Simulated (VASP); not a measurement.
Input of a VASP 6.6.1 run:

INCAR

```
SYSTEM = Pd
PREC = Accurate
ENCUT = 500
EDIFF = 1E-6
ISMEAR = -1
SIGMA = 0.05
LREAL = .False.
LASPH = .True.
NELM = 200
ALGO = Normal
ISIF = 2
LWAVE = .False.
LCHARG = .False.
ISPIN = 2
MAGMOM = 0.5
LORBIT = 11
LMAXMIX = 4
GGA = PE
NBANDS = 15
GGA_COMPAT = .False.
```

Contents of KPOINTS:

```
regular mesh
0
Gamma
  14 14 14
  0 0 0
```

File POSCAR:

```
Pd
1.0
    2.7155810756      0.0000000000      0.0000000000
    0.0000000000      2.7155810756      0.0000000000
    0.0000000000      0.0000000000      2.7155810756
Pd
1
Direct
    0.0000000000      0.0000000000      0.0000000000
```

Potentials or basis: VASP PAW PBE potentials, release 64 (Pd).

Run with:

```bash
$ cat potpaw_PBE.64/Pd/POTCAR > POTCAR
$ mpirun -np 1 vasp_std > vasp.out
```

Problem. What does it give for the net moment?

Solution. 0.00 μB per cell.

Problem. Predict the pressure.

Solution. -10.1 GPa.

Problem. Estimate the band gap on the k mesh.

Solution. Zero (filled and empty bands overlap).

Caveat: the cell stands under tension.
